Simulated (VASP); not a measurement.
# Na3B (P6mm) in VASP: further runs

Na3B is run at these levels: PBE; tasks: single point, relaxation of cell and atoms.

All numbers are computed with VASP 6.6.1; they aren't measurements. Logs are shortened: lines on timing, memory, paths and dates and some standing lists are left out, and cuts for length are marked.

## Step 1: The cell of the first run

The structure is hexagonal, space group P6mm (No. 183). Conventional cell: a = 4.679 Å, b = 4.679 Å, c = 4.013 Å, α = 90.00°, β = 90.00°, γ = 120.00°. Na (site symmetry 3m) has 6 Na at 2.70 to 3.02 Å and 3 B at 2.79 Å within 3.6 Å. Within 2.6 Å of Na (site symmetry 6mm) lie 2 B at 1.97 to 2.04 Å. B (site symmetry 6mm) has 2 Na at 1.97 to 2.04 Å within 2.6 Å.

The cell was generated, and may not be a known phase.

## Step 2: Single point, PBE

File INCAR:

```
ALGO     = Normal         # electronic algorithm
EDIFF    = 1E-7           # SCF threshold, eV
ENCUT    = 520            # plane-wave cutoff, eV
GGA      = PE             # functional
ISIF     = 2              # what is computed and relaxed
ISMEAR   = 0              # smearing method
LASPH    = T              # aspherical terms in the spheres
LCHARG   = F              # write CHGCAR
LREAL    = F              # projectors in reciprocal space
LWAVE    = F              # write WAVECAR
NBANDS   = 20             # bands
NELM     = 80             # most SCF steps
PREC     = Accurate       # precision mode
SIGMA    = 0.1            # smearing width, eV
```

File KPOINTS:

```
k-points
0
Gamma
  6 6 4
```

File POSCAR:

```
Na3B
1.0
    4.6790767000      0.0000000000      0.0000000000
   -2.3395383500      4.0521992800      0.0000000000
    0.0000000000      0.0000000000      4.0127072600
Na B
3 1
Direct
    0.3333333300      0.6666666700      0.1172727000
    0.6666666700      0.3333333300      0.1172727000
    0.0000000000      0.0000000000      0.7814283900
    0.0000000000      0.0000000000      0.2895570000
```

Potentials or basis: VASP PAW PBE potentials, release 64 (Na_pv, B).

Launch:

```sh
> cat potpaw_PBE.64/Na_pv/POTCAR potpaw_PBE.64/B/POTCAR > POTCAR
> mpirun -np 1 vasp_std > vasp.out
```

OUTCAR:

```text
EDIFF = 1E-7
   ENCUT = 520
   GGA = PE
   ISIF = 2
   ISMEAR = 0
   LASPH = T
   LREAL = F
   NELM = 80
   PREC = Accurate

 ion  position               nearest neighbor table
   1  0.333  0.667  0.117-   2 2.70   2 2.70   2 2.70
   2  0.667  0.333  0.117-   1 2.70   1 2.70   1 2.70
   3  0.000  0.000  0.781-   4 1.97   4 2.04
   4  0.000  0.000  0.290-   3 1.97   3 2.04

  LATTYP: Found a hexagonal cell.
 ALAT       =     4.6790767000
 C/A-ratio  =     0.8575852710

  Lattice vectors:

 A1 = (   4.6790767000,   0.0000000000,   0.0000000000)
 A2 = (  -2.3395383500,   4.0521992800,   0.0000000000)
 A3 = (   0.0000000000,   0.0000000000,   4.0127072600)

Analysis of symmetry for initial positions (statically):
=====================================================================
 Subroutine PRICEL returns:
 Original cell was already a primitive cell.

 Routine SETGRP: Setting up the symmetry group for a
 hexagonal supercell.

 Subroutine GETGRP returns: Found 12 space group operations
 (whereof 12 operations were pure point group operations)
 out of a pool of 24 trial point group operations.

The static configuration has the point symmetry C_6v.

Analysis of symmetry for dynamics (positions and initial velocities):
=====================================================================
 Subroutine PRICEL returns:
 Original cell was already a primitive cell.

 Routine SETGRP: Setting up the symmetry group for a
 hexagonal supercell.

 Subroutine GETGRP returns: Found 12 space group operations
 (whereof 12 operations were pure point group operations)
 out of a pool of 24 trial point group operations.

The dynamic configuration has the point symmetry C_6v.

 Subroutine INISYM returns: Found 12 space group operations
 (whereof 12 operations are pure point group operations),
 and found     1 'primitive' translations

----------------------------------------------------------------------------------------

                                     Primitive cell

  volume of cell :      76.0831

  direct lattice vectors                    reciprocal lattice vectors
     4.679076700  0.000000000  0.000000000     0.213717377  0.123389786  0.000000000
    -2.339538350  4.052199280  0.000000000     0.000000000  0.246779571  0.000000000
     0.000000000  0.000000000  4.012707260     0.000000000  0.000000000  0.249208311

  length of vectors
     4.679076700  4.679076693  4.012707260     0.246779571  0.246779571  0.249208311

  position of ions in fractional coordinates (direct lattice)
     0.333333330  0.666666670  0.117272700
     0.666666670  0.333333330  0.117272700
     0.000000000  0.000000000  0.781428390
     0.000000000  0.000000000  0.289557000

  ion indices of the primitive-cell ions
   primitive index   ion index
                 1           1
                 2           2
                 3           3
                 4           4

----------------------------------------------------------------------------------------

 KPOINTS: k-points

Automatic generation of k-mesh.
 Grid dimensions read from file:
 generate k-points for:    6    6    4

 Generating k-lattice:

  Cartesian coordinates                     Fractional coordinates (reciprocal lattice)
     0.035619563  0.020564964  0.000000000     0.166666667 -0.000000000  0.000000000
     0.000000000  0.041129929  0.000000000     0.000000000  0.166666667  0.000000000
     0.000000000  0.000000000  0.062302078     0.000000000  0.000000000  0.250000000

  Length of vectors
     0.041129928  0.041129929  0.062302078

  Shift w.r.t. Gamma in fractional coordinates (k-lattice)
     0.000000000  0.000000000  0.000000000

 Subroutine IBZKPT returns following result:
 ===========================================

 Found     21 irreducible k-points:

 Following reciprocal coordinates:
            Coordinates               Weight
  0.000000  0.000000  0.000000      1.000000
  0.166667  0.000000  0.000000      6.000000
  0.333333 -0.000000  0.000000      6.000000
  0.500000 -0.000000  0.000000      3.000000
  0.166667  0.166667  0.000000      6.000000
  0.333333  0.166667  0.000000     12.000000
[... 13 lines left out ...]
  0.333333  0.166667  0.500000     12.000000
  0.333333  0.333333  0.500000      2.000000
   k-points           NKPTS =     21   k-points in BZ     NKDIM =     21   number of bands    NBANDS=     20
   number of dos      NEDOS =    301   number of ions     NIONS =      4
   total plane-waves  NPLWV =  38880
   dimension x,y,z NGX =    36 NGY =   36 NGZ =   30
   dimension x,y,z NGXF=    72 NGYF=   72 NGZF=   60
   ions per type =               3   1
   NGX,Y,Z   is equivalent  to a cutoff of  12.79, 12.79, 12.43 a.u.
   NGXF,Y,Z  is equivalent  to a cutoff of  25.58, 25.58, 24.86 a.u.
 SYSTEM =  unknown system
   PREC   = accura    normal or accurate (medium, high low for compatibility)
   ISTART =      0    job   : 0-new  1-cont  2-samecut
   ICHARG =      2    charge: 1-file 2-atom 10-const
   ISPIN  =      1    spin polarized calculation?
   LNONCOLLINEAR =      F non collinear calculations
   LSORBIT =      F    spin-orbit coupling
   LASPH  =      T    aspherical Exc in radial PAW
   ENCUT  =  520.0 eV  38.22 Ry    6.18 a.u.   8.70  8.70  7.46*2*pi/ulx,y,z
   NELM   =     80;   NELMIN=  2; NELMDL= -5     # of ELM steps
   EDIFF  = 0.1E-06   stopping-criterion for ELM
   LREAL  =      F    real-space projection
   EDIFFG = 0.1E-05   stopping-criterion for IOM
   NSW    =      0    number of steps for IOM
   IBRION =     -1    ionic relax: 0-MD 1-quasi-New 2-CG
   NFREE  =      0    steps in history (QN), initial steepest desc. (CG)
   ISIF   =      2    stress and relaxation
   ISYM   =      2    0-nonsym 1-usesym 2-fastsym
   POTIM  = 0.5000    time-step for ionic-motion
   TEBEG  =    0.0;   TEEND  =   0.0 temperature during run
   PSTRESS=    0.0 pullay stress
   NELECT =      24.0000    total number of electrons
   NUPDOWN=      -1.0000    fix difference up-down
   EMIN   =  10.00;   EMAX   =-10.00  energy-range for DOS
   EFERMI =   0.00;   METHOD = LEGACY
   ISMEAR =     0;   SIGMA  =   0.10  broadening in eV -4-tet -1-fermi 0-gaus
   EFERMI_NEDOS =   21; number of points for ismear=-14 and -15
   IALGO  =     38    algorithm
   IMIX   =      4    mixing-type and parameters
     AMIX     =   0.40;   BMIX     =  1.00
     AMIX_MAG =   1.60;   BMIX_MAG =  1.00
  volume/ion in A,a.u.               =      19.02       128.36
  Fermi-wavevector in a.u.,A,eV,Ry     =   1.114421  2.105949 16.897526  1.241933
  Thomas-Fermi vector in A             =   2.251015
   LORBIT       =      0    0 simple, 1 ext, 2 COOP (PROOUT), +10 PAW based schemes
   GGA     = PE    functional components
   LHFCALC =     F    Hartree Fock is set to
   AEXX    =    0.0000 exact exchange contribution
   IVDW    =     0    specifies the selected vdW correction
   LEPSILON=     F    determine dielectric tensor
   LRPA    =     F    only Hartree local field effects (RPA)
 non-spin polarized calculation
 Gauss-broadening in eV      SIGMA  =   0.10
  energy-cutoff  :      520.00
  volume of cell :       76.08
 maximum number of plane-waves:      2060
 NGX is ok and might be reduce to    36
   NGX = 17   NGY = 17   NGZ = 15

 number of electron      23.9999992 magnetization

 Free energy of the ion-electron system (eV)
  ---------------------------------------------------
  ext. energy  EPLUGINS =         0.00000000
  ---------------------------------------------------
  free energy    TOTEN  =        -5.14577584 eV

  energy without entropy =       -5.12674601  energy(sigma->0) =       -5.13626093

 E-fermi :   1.7734     XC(G=0):  -8.2485

 val. band max:        1.7118795882   @ k =   0.3333   0.1667   0.5000
 cond. band min:       1.7913343555   @ k =   0.5000  -0.0000   0.2500
 fundamental gap:      0.0794547673
 Fermi energy:         1.7733831135

 k-point     1 :       0.0000    0.0000    0.0000
  band No.  band energies     occupation
      1     -22.6591      2.00000
      2     -22.6591      2.00000
      3     -22.5635      2.00000
      4     -22.4884      2.00000
      5     -22.4845      2.00000
      6     -22.4520      2.00000
[... 12 lines left out ...]
     19      11.0804      0.00000
     20      11.3285      0.00000

 k-point     2 :       0.1667    0.0000    0.0000
  band No.  band energies     occupation
      1     -22.6699      2.00000
      2     -22.6538      2.00000
      3     -22.5593      2.00000
      4     -22.4984      2.00000
      5     -22.4885      2.00000
      6     -22.4431      2.00000
[... 12 lines left out ...]
     19      10.3736      0.00000
     20      10.8546      0.00000

 k-point     3 :       0.3333   -0.0000    0.0000
  band No.  band energies     occupation
      1     -22.6887      2.00000
      2     -22.6393      2.00000
      3     -22.5475      2.00000
      4     -22.5042      2.00000
      5     -22.4978      2.00000
      6     -22.4534      2.00000
[... 12 lines left out ...]
     19      10.7488      0.00000
     20      10.9361      0.00000

 k-point     4 :       0.5000   -0.0000    0.0000
  band No.  band energies     occupation
      1     -22.6972      2.00000
      2     -22.6298      2.00000
      3     -22.5366      2.00000
      4     -22.5092      2.00000
      5     -22.4902      2.00000
      6     -22.4802      2.00000
[... 360 lines left out ...]
 k-point    20 :       0.3333    0.1667    0.5000
  band No.  band energies     occupation
      1     -22.7078      2.00000
      2     -22.6128      2.00000
      3     -22.5494      2.00000
      4     -22.5178      2.00000
      5     -22.5156      2.00000
      6     -22.4671      2.00000
[... 12 lines left out ...]
     19      10.4111      0.00000
     20      10.9047      0.00000

 k-point    21 :       0.3333    0.3333    0.5000
  band No.  band energies     occupation
      1     -22.7212      2.00000
      2     -22.5583      2.00000
      3     -22.5583      2.00000
      4     -22.5306      2.00000
      5     -22.5306      2.00000
      6     -22.4829      2.00000
[... 12 lines left out ...]
     19      10.2202      0.00000
     20      11.5078      0.00000

------------------------ aborting loop because EDIFF is reached ----------------------------------------

  FORCE on cell =-STRESS in cart. coord.  units (eV):
  Direction    XX          YY          ZZ          XY          YZ          ZX
  --------------------------------------------------------------------------------------
  -------------------------------------------------------------------------------------
  Total        3.8793921      3.8793921     12.4396228      0.0000000      0.0000000      0.0000000
  in kB       81.6931848     81.6931845    261.9566083      0.0000000      0.0000000      0.0000000
  external PRESSURE =     141.7809926 kB  Pullay stress =       0.0000000 kB

 VOLUME and BASIS-vectors are now :
 -----------------------------------------------------------------------------
  energy-cutoff  :      520.00
  volume of cell :       76.08
      direct lattice vectors                 reciprocal lattice vectors
     4.679076700  0.000000000  0.000000000     0.213717377  0.123389786  0.000000000
    -2.339538350  4.052199280  0.000000000     0.000000000  0.246779571  0.000000000
     0.000000000  0.000000000  4.012707260     0.000000000  0.000000000  0.249208311

 POSITION                                       TOTAL-FORCE (eV/Angst)
 -----------------------------------------------------------------------------------
     -0.00000      2.70147      0.47058         0.000000     -0.000000      0.606461
      2.33954      1.35073      0.47058        -0.000000      0.000000      0.606461
      0.00000      0.00000      3.13564         0.000000      0.000000     -0.189285
      0.00000      0.00000      1.16191         0.000000      0.000000     -1.023636
 -----------------------------------------------------------------------------------
    total drift:                                0.000000      0.000000     -0.000194

  FREE ENERGIE OF THE ION-ELECTRON SYSTEM (eV)
  ---------------------------------------------------
  free  energy   TOTEN  =        -5.1457758446 eV

  energy  without entropy=       -5.1267460149  energy(sigma->0) =       -5.13626093
```

Run time: 10 s. Hardware: 1 thread of Intel Xeon 6975P-C (Granite Rapids), shared host; peak memory 0.18 GiB.

What came out:

- Free energy: -5.1458 eV
- Pressure: 14.2 GPa
- Largest force: 1.024 eV/Å
- Band gap on the k mesh: zero (bands 12 and 13 overlap by 1.23 eV)

Forces on the atoms (eV/Å):
```
Na   0.000  0.000  0.606
Na   0.000  0.000  0.606
Na   0.000  0.000 -0.189
B    0.000  0.000 -1.024
```

Levels at points of the mesh, in eV from the Fermi level:
```csv
k point,band 9,band 10,band 11,band 12,band 13,band 14,band 15,band 16
"(0.00, 0.00, 0.00)",-24.03,-6.56,0.30,0.30,0.58,1.19,4.64,4.64
"(0.50, 0.00, 0.00)",-24.04,-5.81,-2.34,-0.17,1.52,1.83,4.14,6.55
"(0.00, 0.00, 0.50)",-24.03,-5.51,-2.22,0.56,0.56,3.23,4.36,6.40
"(0.50, 0.00, 0.50)",-24.03,-4.96,-1.15,-0.94,0.25,0.90,3.84,4.58
```

Caveat: the k points lie up to 0.39 Å⁻¹ apart, too coarse for converged energies and pressures of a metal; forces of over 1 eV/Å act on the atoms, so gaps and moduli don't describe the material at rest.

## Step 3: Relaxation of cell and atoms, PBE

File INCAR:

```
PREC     = Accurate       # precision mode
ENCUT    = 600            # plane-wave cutoff, eV
EDIFF    = 1E-6           # SCF threshold, eV
ISMEAR   = 0              # smearing method
SIGMA    = 0.1            # smearing width, eV
LREAL    = F              # projectors in reciprocal space
LASPH    = T              # aspherical terms in the spheres
NELM     = 60             # most SCF steps
ALGO     = Normal         # electronic algorithm
ISIF     = 3              # what is computed and relaxed
LWAVE    = F              # write WAVECAR
LCHARG   = F              # write CHGCAR
GGA      = PE             # functional
IBRION   = 2              # ionic algorithm
NSW      = 90             # ionic steps
EDIFFG   = -0.04          # ionic threshold
```

File KPOINTS:

```
regular mesh
0
Gamma
  6 6 4
```

POSCAR is that of step 2.

Potentials or basis: VASP PAW PBE potentials, release 64 (Na_pv, B).

Launch:

```sh
> cat potpaw_PBE.64/Na_pv/POTCAR potpaw_PBE.64/B/POTCAR > POTCAR
> mpirun -np 1 vasp_std > vasp.out
```

OUTCAR:

```text
PREC = Accurate
   ENCUT = 600
   EDIFF = 1E-6
   ISMEAR = 0
   LREAL = F
   LASPH = T
   NELM = 60
   ISIF = 3
   GGA = PE
   IBRION = 2
   NSW = 90
   EDIFFG = -0.04

 ion  position               nearest neighbor table
   1  0.333  0.667  0.117-   2 2.70   2 2.70   2 2.70
   2  0.667  0.333  0.117-   1 2.70   1 2.70   1 2.70
   3  0.000  0.000  0.781-   4 1.97   4 2.04
   4  0.000  0.000  0.290-   3 1.97   3 2.04

  LATTYP: Found a hexagonal cell.
 ALAT       =     4.6790767000
 C/A-ratio  =     0.8575852710

  Lattice vectors:

 A1 = (   4.6790767000,   0.0000000000,   0.0000000000)
 A2 = (  -2.3395383500,   4.0521992800,   0.0000000000)
 A3 = (   0.0000000000,   0.0000000000,   4.0127072600)

[... 284 lines left out ...]
  free  energy   TOTEN  =        -6.9202308313 eV

  energy  without entropy=       -6.9013492714  energy(sigma->0) =       -6.91079005

[... ionic steps 4 to 11 ...]

--------------------------------------- Ionic step       12  -------------------------------------------

 number of electron      24.0000016 magnetization

------------------------ aborting loop because EDIFF is reached ----------------------------------------
[... 71 lines left out ...]
--------------------------------------- Ionic step       14  -------------------------------------------

 number of electron      24.0000036 magnetization

 Free energy of the ion-electron system (eV)
  ---------------------------------------------------
  ext. energy  EPLUGINS =         0.00000000
  ---------------------------------------------------
  free energy    TOTEN  =        -7.33782140 eV

  energy without entropy =       -7.31817891  energy(sigma->0) =       -7.32800015

 E-fermi :   0.1362     XC(G=0):  -6.9132

 val. band max:        0.0911069844   @ k =   0.3333   0.1667   0.5000
 cond. band min:       0.1539813242   @ k =   0.1667   0.0000   0.5000
 fundamental gap:      0.0628743397
 Fermi energy:         0.1361795253

 k-point     1 :       0.0000    0.0000    0.0000
  band No.  band energies     occupation
      1     -24.1336      2.00000
      2     -24.1336      2.00000
      3     -24.1012      2.00000
      4     -24.0639      2.00000
      5     -24.0025      2.00000
      6     -24.0025      2.00000
[... 419 lines left out ...]
  FREE ENERGIE OF THE ION-ELECTRON SYSTEM (eV)
  ---------------------------------------------------
  free  energy   TOTEN  =        -7.3378214020 eV

  energy  without entropy=       -7.3181789052  energy(sigma->0) =       -7.32800015

 reached required accuracy - stopping structural energy minimisation
```

OSZICAR:

```text
N       E                     dE             d eps       ncg     rms          rms(c)
DAV:   1     0.195207211700E+03    0.19521E+03   -0.14403E+04   672   0.185E+03
DAV:   2     0.484180344927E+01   -0.19037E+03   -0.18945E+03   672   0.428E+02
DAV:   3    -0.662978105300E+01   -0.11472E+02   -0.11436E+02   912   0.117E+02
[... 125 lines left out ...]
DAV:   2    -0.733901178825E+01   -0.20936E-02   -0.54334E-02   672   0.206E+00    0.279E-01
DAV:   3    -0.733787261966E+01    0.11392E-02   -0.25272E-03   856   0.412E-01    0.666E-02
DAV:   4    -0.733782740555E+01    0.45214E-04   -0.79112E-05   728   0.799E-02    0.214E-02
DAV:   5    -0.733782143704E+01    0.59685E-05   -0.11651E-05   784   0.321E-02    0.245E-03
DAV:   6    -0.733782140196E+01    0.35077E-07   -0.93181E-07   456   0.102E-02
  14 F= -.73378214E+01 E0= -.73280002E+01  d E =-.157876E-01
```

Wall time 1.7 min (1 thread of Intel Xeon 6975P-C (Granite Rapids), shared host); peak memory 0.22 GiB.

What came out:

* Free energy: -7.3378 eV
* Relaxed volume: 28.43 Å³/atom
* Relaxed cell: a = 5.006 Å, b = 5.006 Å, c = 5.240 Å, α = 90.00°, β = 90.00°, γ = 120.00°
* Space group after relaxing (to 0.1 Å): P6/mmm (No. 191)
* Energy gained by relaxing: 547.9 meV/atom
* Ionic steps: 14
* Pressure after relaxing: -0.1 GPa
* Largest force after relaxing: 0.034 eV/Å
* Band gap on the k mesh: zero (bands 12 and 13 overlap by 0.99 eV)

Forces in eV/Å, atoms in the order of the input:
```
Na   0.000  0.000 -0.006
Na   0.000  0.000 -0.006
Na   0.000  0.000  0.034
B    0.000  0.000 -0.022
```

Stress tensor (GPa, compression positive):
```
-0.10  0.00  0.00
 0.00 -0.10  0.00
 0.00  0.00  0.05
```

Step by step:
```tsv
step	energy change (eV)	largest force (eV/Å)	pressure (GPa)	volume (Å³)
1	0.0000	1.0241	14.16	76.08
2	-1.4740	0.7579	4.21	95.84
3	-1.7739	0.7532	1.08	109.21
4	-1.8174	0.6991	0.11	115.87
5	-1.8215	0.6729	-0.17	118.40
6	-1.8726	0.5534	-0.25	118.32
7	-1.9930	0.4929	-0.38	118.09
8	-2.0792	0.8936	-0.32	117.63
9	-2.1252	0.6871	-0.30	116.70
10	-2.1740	0.3253	-0.15	114.70
11	-2.1757	0.2980	-0.09	114.25
12	-2.1842	0.2117	-0.08	114.07
13	-2.1898	0.0815	-0.02	113.50
14	-2.1915	0.0343	-0.05	113.70
```

Final structure:
```xyz
4
Lattice="5.0056 0.0000 0.0000 -2.5028 4.3350 0.0000 0.0000 0.0000 5.2399" Properties=species:S:1:pos:R:3 pbc="T T T"
Na    0.0000    2.8900    1.0591
Na    2.5028    1.4450    1.0591
Na    0.0000    0.0000    3.6674
B     0.0000    0.0000    1.0552
```

Caveat: the k points lie up to 0.30 Å⁻¹ apart in the final cell, too coarse for converged energies and pressures of a metal; the volume moved by over 15 % at a fixed basis, so the end points are rough.

The gap in the log of VASP goes by the Fermi energy; the results here count the filled bands.